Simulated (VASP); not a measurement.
# HgTe (rocksalt type) (Fm-3m) in VASP: notebook, part 2 of 2

VASP 6.6.1. The steps go on from the part before.

## Step 3: Relaxation of cell and atoms, PBE, target pressure 78 GPa, at which the enthalpy is minimised

INCAR

```
PREC     = Accurate       # precision mode
ENCUT    = 600            # plane-wave cutoff, eV
EDIFF    = 1E-6           # SCF threshold, eV
ISMEAR   = -1             # smearing method
SIGMA    = 0.05           # smearing width, eV
LREAL    = False          # projectors in reciprocal space
LASPH    = True           # aspherical terms in the spheres
NELM     = 100            # most SCF steps
ALGO     = Normal         # electronic algorithm
ISIF     = 3              # what is computed and relaxed
LWAVE    = False          # write WAVECAR
LCHARG   = False          # write CHGCAR
GGA      = PE             # functional
IBRION   = 2              # ionic algorithm
NSW      = 32             # ionic steps
EDIFFG   = -0.005         # ionic threshold
PSTRESS  = 780.0
```

KPOINTS

```
Automatic mesh
0
Gamma
  13 13 13
```

POSCAR

```
HgTe
1.0
    0.0000000000      2.6207130867      2.6207130867
    2.6207130867      0.0000000000      2.6207130867
    2.6207130867      2.6207130867      0.0000000000
Hg Te
1 1
Direct
    0.0000000000      0.0000000000      0.0000000000
    0.5000000000      0.5000000000      0.5000000000
```

Potentials or basis: VASP PAW PBE potentials, release 64 (Hg, Te).

The run is started by

```
> cat potpaw_PBE.64/Hg/POTCAR potpaw_PBE.64/Te/POTCAR > POTCAR
> mpirun -np 1 vasp_std > vasp.out
```

OUTCAR:

```text
PREC = Accurate
   ENCUT = 600
   EDIFF = 1E-6
   ISMEAR = -1
   LREAL = False
   LASPH = True
   NELM = 100
   ISIF = 3
   GGA = PE
   IBRION = 2
   NSW = 32
   EDIFFG = -0.005
   PSTRESS = 780.0

 ion  position               nearest neighbor table
   1  0.000  0.000  0.000-   2 2.62   2 2.62   2 2.62   2 2.62   2 2.62   2 2.62
   2  0.500  0.500  0.500-   1 2.62   1 2.62   1 2.62   1 2.62   1 2.62   1 2.62

  LATTYP: Found a face centered cubic cell.
 ALAT       =     5.2414261734

  Lattice vectors:

 A1 = (   0.0000000000,   2.6207130867,   2.6207130867)
 A2 = (   2.6207130867,   0.0000000000,   2.6207130867)
 A3 = (   2.6207130867,   2.6207130867,   0.0000000000)

Analysis of symmetry for initial positions (statically):
[... 269 lines left out ...]
      1      -5.6192      2.00000
      2       1.6175      2.00000
      3       1.6175      2.00000
      4       1.6331      2.00000
      5       1.6331      2.00000
      6       1.6331      2.00000
      7       9.3385      2.00000
      8       9.3385      2.00000
      9       9.3385      2.00000
     10      12.9440      0.00000
     11      17.1407      0.00000
     12      18.9036      0.00000
     13      18.9036      0.00000
[... 354 lines left out ...]
  band No.  band energies     occupation
      1      -3.0948      2.00000
      2       0.2302      2.00000
      3       0.9342      2.00000
      4       1.0076      2.00000
      5       2.1329      2.00000
      6       2.1819      2.00000
      7       3.4966      2.00000
      8       9.5585      2.00000
      9       9.5777      2.00000
     10      12.3431      0.00000
     11      15.3635      0.00000
     12      16.6640      0.00000
     13      18.9127      0.00000

 [... further k-points ...]

------------------------ aborting loop because EDIFF is reached ----------------------------------------

  FORCE on cell =-STRESS in cart. coord.  units (eV):
  Direction    XX          YY          ZZ          XY          YZ          ZX
  --------------------------------------------------------------------------------------
  -------------------------------------------------------------------------------------
  Total       17.5988145     17.5988145     17.5988145      0.0000000     -0.0000000     -0.0000000
  in kB      780.1364510    780.1364510    780.1364510      0.0000000     -0.0000000     -0.0000000
  external PRESSURE =       0.1364510 kB  Pullay stress =     780.0000000 kB
[... 21 lines left out ...]
  energy  without entropy=       -0.0640619823  energy(sigma->0) =       -0.06753175

  enthalpy is  TOTEN    =        17.5247348160 eV   P V=       17.5957363341

 reached required accuracy - stopping structural energy minimisation
```

Run time: 2.1 min. Hardware: 1 thread of Intel Xeon 8259CL, shared host; peak memory 0.22 GiB.

Results:

| Property | Result |
| --- | --- |
| Free energy | -0.0710 eV |
| Relaxed volume | 18.07 Å³/atom |
| Relaxed cell | a = 3.711 Å, b = 3.711 Å, c = 3.711 Å, α = 60.00°, β = 60.00°, γ = 60.00° |
| Space group after relaxing (to 0.1 Å) | Fm-3m (No. 225) |
| Energy change on relaxing (the run minimises the enthalpy) | -35.4 meV/atom |
| Ionic steps | 3 |
| Pressure after relaxing | 78.0 GPa |
| Band gap on the k mesh | zero (bands 9 and 10 overlap by 3.99 eV) |

Step by step:
| step | energy change (eV) | largest force (eV/Å) | pressure (GPa) | volume (Å³) |
| --- | --- | --- | --- | --- |
| 1 | 0.0000 | 0.0000 | 79.45 | 36.00 |
| 2 | -0.4012 | 0.0000 | 71.09 | 36.85 |
| 3 | -0.0708 | 0.0000 | 78.01 | 36.14 |

Final structure:
```
Hg Te
1.0
     0.00000    2.62421    2.62421
     2.62421    0.00000    2.62421
     2.62421    2.62421    0.00000
Hg Te
1 1
Direct
  0.00000 0.00000 0.00000
  0.50000 0.50000 0.50000
```

Levels at points of the mesh, in eV from the Fermi level:
```csv
k point,band 6,band 7,band 8,band 9,band 10,band 11,band 12,band 13
"(0.00, 0.00, 0.00)",-9.30,-1.60,-1.60,-1.60,2.01,6.20,7.97,7.97
```

Caveat: the cell is relaxed towards a set pressure, so the run minimises the enthalpy, not the energy; spin-orbit coupling is left out, which moves the levels of the heavy elements.

## Step 4: Relaxation of cell and atoms, PBE

This run uses another cell than the first one, of 26.42 Å³/atom.

INCAR

```
PREC = Accurate
ENCUT = 600
EDIFF = 1E-6
ISMEAR = -1
SIGMA = 0.05
LREAL = F
LASPH = T
NELM = 80
ALGO = Normal
ISIF = 3
LWAVE = F
LCHARG = F
GGA = PE
IBRION = 2
NSW = 60
EDIFFG = -0.005
```

KPOINTS

```
regular mesh
0
Gamma
  12 12 12
```

POSCAR

```
HgTe
1.0
    0.0000000000      2.9783528050      2.9783528050
    2.9783528050      0.0000000000      2.9783528050
    2.9783528050      2.9783528050      0.0000000000
Hg Te
1 1
Direct
    0.0000000000      0.0000000000      0.0000000000
    0.5000000000      0.5000000000      0.5000000000
```

The run is started by

```
> cat potpaw_PBE.64/Hg/POTCAR potpaw_PBE.64/Te/POTCAR > POTCAR
> mpirun -np 1 vasp_std > vasp.out
```

Wall time 3.7 min (1 thread of Intel Xeon 8259CL, shared host); peak memory 0.26 GiB.

Results (log left out):

| Quantity | Value |
| --- | --- |
| Free energy | -3.3466 eV |
| Relaxed volume | 29.05 Å³/atom |
| Relaxed cell | a = 4.348 Å, b = 4.348 Å, c = 4.348 Å, α = 60.00°, β = 60.00°, γ = 60.00° |
| Space group after relaxing (to 0.1 Å) | Fm-3m (No. 225) |
| Energy gained by relaxing | 42.5 meV/atom |
| Ionic steps | 5 |
| Pressure after relaxing | 0.0 GPa |
| Band gap on the k mesh | zero (bands 9 and 10 overlap by 2.42 eV) |

Step by step:
```csv
step,energy change (eV),largest force (eV/Å),pressure (GPa),volume (Å³)
1,0.0000,0.0000,5.72,52.84
2,-0.0731,0.0000,-1.60,60.38
3,-0.0850,0.0000,0.03,58.09
4,-0.0850,0.0000,-0.06,58.19
5,-0.0850,0.0000,0.00,58.11
```

Final structure:
```
Hg Te
1.0
     0.00000    3.07418    3.07418
     3.07418    0.00000    3.07418
     3.07418    3.07418    0.00000
Hg Te
1 1
Direct
  0.00000 0.00000 0.00000
  0.50000 0.50000 0.50000
```

Levels at points of the mesh, in eV from the Fermi level:
| k point | band 5 | band 6 | band 7 | band 8 | band 9 | band 10 | band 11 | band 12 | band 13 |
| --- | --- | --- | --- | --- | --- | --- | --- | --- | --- |
| (0.00, 0.00, 0.00) | -6.54 | -6.54 | -1.03 | -0.64 | -0.64 | -0.64 | 7.65 | 7.65 | 7.65 |
| (0.50, 0.00, 0.00) | -6.38 | -6.38 | -5.38 | 0.27 | 0.27 | 2.69 | 3.59 | 4.02 | 4.02 |
| (0.50, 0.50, 0.00) | -6.31 | -5.77 | -4.07 | -2.68 | -2.14 | -2.14 | 4.91 | 9.05 | 9.05 |

Caveat: spin-orbit coupling is left out, which moves the levels of the heavy elements.

## Step 5: Overview

| cell | k mesh | gap on the mesh (eV) | pressure (GPa) |
| --- | --- | --- | --- |
| relaxed to 78 GPa from a = 3.705 Å, angles 60.0°, 2 atoms | 13 × 13 × 13 | none | 78.0 |
| relaxed to 78 GPa from a = 3.706 Å, angles 60.0°, 2 atoms | 13 × 13 × 13 | none | 78.0 |
| relaxed from a = 4.212 Å, angles 60.0°, 2 atoms | 12 × 12 × 12 | none | 0.0 |

Alike in all rows: task relaxation of cell and atoms; level PBE; potentials or basis VASP PAW PBE potentials, release 64 (Hg, Te); no spin polarisation; cutoff (eV) 600; smearing fermi-dirac 0.05 eV.

Caveats: spin-orbit coupling is left out, which moves the levels of the heavy elements; the cell is relaxed towards a set pressure, so the run minimises the enthalpy, not the energy (at least some runs).

Absolute energies hang on the potentials; compare differences alone.
